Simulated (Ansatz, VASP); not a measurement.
GaSb in VASP and in Ansatz

```
Ga Sb
1.0
     0.00000    2.99324    2.99324
     2.99324    0.00000    2.99324
     2.99324    2.99324    0.00000
Ga Sb
1 1
Direct
  0.00000 0.00000 0.00000
  0.25000 0.25000 0.25000
```

Alike in both runs: task single point; functional PBEsol; k mesh 12 × 12 × 12; occupations gaussian, width 0.1 eV; no spin polarisation.

```csv
,VASP,Ansatz
version,VASP 6.6.1,Ansatz 0.2.0
potentials or method,"VASP PAW PBE potentials, release 64 (Ga_d, Sb), cutoff 520 eV","scalar-relativistic, plane waves, PAW"
valence electrons in the cell,18,28
```

```tsv
	VASP	Ansatz	Ansatz less VASP
gap on the k mesh at the Fermi level (eV)	0.47	0.45	-0.015
least direct gap on the mesh (eV)	0.47	0.45	-0.015
pressure (GPa)	3.8	3.7	-0.12
```

VASP's potentials were made for PBE, not for PBEsol. The functional is the same, so the differences come from potentials, cutoffs and numerics. VASP's potentials hold 18 valence electrons a cell and Ansatz's 28, so a difference there can come from the potentials and not from the codes.

Neither program's run includes spin-orbit coupling.
